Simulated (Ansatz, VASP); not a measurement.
# ZnSe in VASP and in Ansatz

INCAR

```
SYSTEM = ZnSe
PREC = Accurate ; ENCUT = 500
EDIFF = 1E-6 ; ISMEAR = -1
SIGMA = 0.01 ; LREAL = .FALSE.
LASPH = .TRUE. ; NELM = 120
ALGO = Normal ; ISIF = 2
LWAVE = .FALSE. ; LCHARG = .FALSE.
GGA = PE ; NBANDS = 16
GGA_COMPAT = .FALSE.
```

KPOINTS

```
regular mesh
0
G
  4 4 4
  0 0 0
```

File POSCAR:

```
ZnSe
1.0
    0.0000000000      2.8324425000      2.8324425000
    2.8324425000      0.0000000000      2.8324425000
    2.8324425000      2.8324425000      0.0000000000
Zn Se
1 1
Direct
    0.0000000000      0.0000000000      0.0000000000
    0.2500000000      0.2500000000      0.2500000000
```

Input for Ansatz:

```yaml
crystal:
  lattice:
    - [0.0, 2.8324425, 2.8324425]
    - [2.8324425, 0.0, 2.8324425]
    - [2.8324425, 2.8324425, 0.0]
  atoms:
    - { symbol: Zn, position: [0.0, 0.0, 0.0] }
    - { symbol: Se, position: [0.25, 0.25, 0.25] }
basis:
  ecutwfc: 420.0
  ecutrho_ratio: 4
  xc_grid: 2
  fft_grid_basis: typed
  precision: f64
kpoints:
  mp_grid: { grid: [4, 4, 4] }
hamiltonian:
  pseudopotentials: { kind: paw, azcp: { folder: soft_1 } }
scf:
  max_iter: 100
  self_checks: high
  occupations: { method: fermi_dirac, width: 0.01 }
output:
  forces: true
checkpoint:
  write: "../host.s0.run"
  compress: false
  write_wavefunctions: true
  write_every: 100000
```

Alike in both runs: task single point; functional PBE; k mesh 4 × 4 × 4; occupations fermi-dirac, width 0.01 eV; no spin polarisation.

```csv
,VASP,Ansatz
version,VASP 6.6.1,Ansatz 0.2.0
potentials or method,"VASP PAW PBE potentials, release 64 (Zn, Se), cutoff 500 eV",plane-wave PAW DFT
valence electrons in the cell,18,28
```

|  | VASP | Ansatz | Ansatz less VASP |
| --- | --- | --- | --- |
| gap on the k mesh at the Fermi level (eV) | 1.28 | 1.28 | -0.006 |

VASP's potentials hold 18 valence electrons a cell and Ansatz's 28, so a difference there can come from the potentials and not from the codes.

The k mesh is coarse, so the values compare programs but aren't converged.
